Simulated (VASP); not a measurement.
Wanted: the native input for a VASP 6.6.1 run.

```
Task                   : relaxation of cell and atoms
Functional             : PBE
Potentials or basis    : VASP PAW PBE potentials, release 64 (Cd, Sn_d, O)
Cutoff                 : 600 eV
k mesh                 : 4 × 4 × 6
Occupations            : gaussian, width 0.1 eV
Spin                   : no spin polarisation
Dipole correction      : no
Further INCAR settings : ALGO = Fast; EDIFF = 1e-07; IBRION = 2; EDIFFG = -0.04; NSW = 90; ISIF = 3
```

The structure of Cd2SnO3 lies in POSCAR:

```
Cd2SnO3
1.0
    2.9057606267     -5.4740114661      0.0000000000
    2.9057606267      5.4740114661      0.0000000000
    0.0000000000      0.0000000000      3.3182084925
Cd Sn O
2 1 3
Direct
    0.0000000000      0.5000000000      0.5000000000
    0.5000000000      0.0000000000      0.5000000000
    0.5000000000      0.5000000000      0.0000000000
    0.2933290697      0.7066709303      0.0000000000
    0.7066709303      0.2933290697      0.0000000000
    0.0000000000      0.0000000000      0.5000000000
```

The cell was generated, and may not be a known phase.

The input as run:

INCAR

```
PREC = Accurate
ENCUT = 600
EDIFF = 1E-7
ISMEAR = 0
SIGMA = 0.1
LREAL = F
LASPH = T
NELM = 60
ALGO = Fast
ISIF = 3
LWAVE = F
LCHARG = F
GGA = PE
IBRION = 2
NSW = 90
EDIFFG = -0.04
```

KPOINTS

```
Automatic mesh
0
Gamma
  4 4 6
```

Potentials or basis: VASP PAW PBE potentials, release 64 (Cd, Sn_d, O).

Launch:

```sh
$ cat potpaw_PBE.64/Cd/POTCAR potpaw_PBE.64/Sn_d/POTCAR potpaw_PBE.64/O/POTCAR > POTCAR
$ mpirun -np 1 vasp_std > vasp.out
```

Results of the run:

| Quantity | Value |
| --- | --- |
| Relaxed volume | 17.60 Å³/atom |
| Relaxed cell | a = 6.150 Å, b = 6.150 Å, c = 3.368 Å, α = 90.00°, β = 90.00°, γ = 124.02° |
| Space group after relaxing (to 0.1 Å) | Cmmm (No. 65) |
| Energy gained by relaxing | 2.1 meV/atom |
| Ionic steps | 6 |
| Pressure after relaxing | 0.0 GPa |
| Largest force after relaxing | 0.021 eV/Å |
| Band gap on the k mesh | zero (bands 28 and 29 overlap by 0.35 eV) |

Caveat: semilocal functionals underestimate gaps, and a narrow one can read as zero; spin-orbit coupling is left out, which moves the levels of the heavy elements.

Run time: 15 min on 1 thread of Oxide Virtual Turin-like Processor, on a shared host, peak memory 0.3 GiB.
